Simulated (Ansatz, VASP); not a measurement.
**Zn3C: VASP beside Ansatz**

The input INCAR:

```
SYSTEM = Zn3C
PREC = Accurate
ENCUT = 910
EDIFF = 1E-7
ISMEAR = 0
SIGMA = 0.1
LREAL = .FALSE.
LASPH = .TRUE.
NELM = 120
ALGO = Normal
ISIF = 3
LWAVE = .FALSE.
LCHARG = .FALSE.
GGA = PE
IBRION = 2
NSW = 90
EDIFFG = -0.04
GGA_COMPAT = .FALSE.
NELMIN = 4
```

Contents of KPOINTS:

```
regular mesh
0
G
  6 6 4
  0 0 0
```

File POSCAR:

```
Zn3C
1.0
    3.1071858123      0.0000000000      0.0000000000
   -1.5535929061      2.6909018477      0.0000000000
    0.0000000000      0.0000000000      6.4984143403
Zn C
3 1
Direct
    0.0000000000      0.0000000000      0.5000000000
    0.6666666667      0.3333333333      0.1855861399
    0.6666666667      0.3333333333      0.8144138601
    0.0000000000      0.0000000000      0.0000000000
```

Input for Ansatz:

```yaml
crystal:
  lattice:
    - [3.1071858123, 0.0, 0.0]
    - [-1.5535929061, 2.6909018477, 0.0]
    - [0.0, 0.0, 6.4984143403]
  atoms:
    - { symbol: Zn, position: [0.0, 0.0, 0.5] }
    - { symbol: Zn, position: [0.6666666667, 0.3333333333, 0.1855861399] }
    - { symbol: Zn, position: [0.6666666667, 0.3333333333, 0.8144138601] }
    - { symbol: C, position: [0.0, 0.0, 0.0] }
basis:
  ecutwfc: 420
kpoints:
  mp_grid: { grid: [6, 6, 4] }
hamiltonian:
  xc: pbe
scf:
  occupations: { method: gaussian, width: 0.1 }
  lower_state_search: "off"
output:
  forces: true
  stress: true
  eigenvalues: true
relax:
  adjacent_minimum: "off"
  f_tol: 0.04
  max_steps: 70
  cell: { stress_tol: 0.4 }
```

Change from the starting cell: species swapped into the Cd3Ag type (P-6m2, No. 187).

Alike in both runs: task relaxation of cell and atoms; functional PBE; k mesh 6 × 6 × 4; occupations gaussian, width 0.1 eV; no spin polarisation.

```csv
,VASP,Ansatz
version,VASP 6.6.1,Ansatz 0.2.0
potentials or method,"VASP PAW PBE potentials, release 64 (Zn, C_h), cutoff 910 eV","scalar-relativistic, plane waves, PAW"
valence electrons in the cell,40,40
```

Ansatz gave:

```
gap on the k mesh at the Fermi level, each at its own relaxed structure (eV) : none
relaxed volume (Å³/atom)                                                     : 13.80
relaxed length of the cell vector where the two differ most in proportion (Å)              : 6.350
```

**Question.** Estimate VASP's values.

**Answer.** gap on the k mesh at the Fermi level, each at its own relaxed structure (eV): none; relaxed volume (Å³/atom): 13.78; relaxed length of the cell vector where the two differ most in proportion (Å): 6.536.

A gap of «none» marks a metal or a gap that the smearing closes.

The k mesh is coarse, so the values compare programs but aren't converged. Noted on VASP's run: the cutoff is under 1.25 times that of the potentials, so the pressure is a little rough.
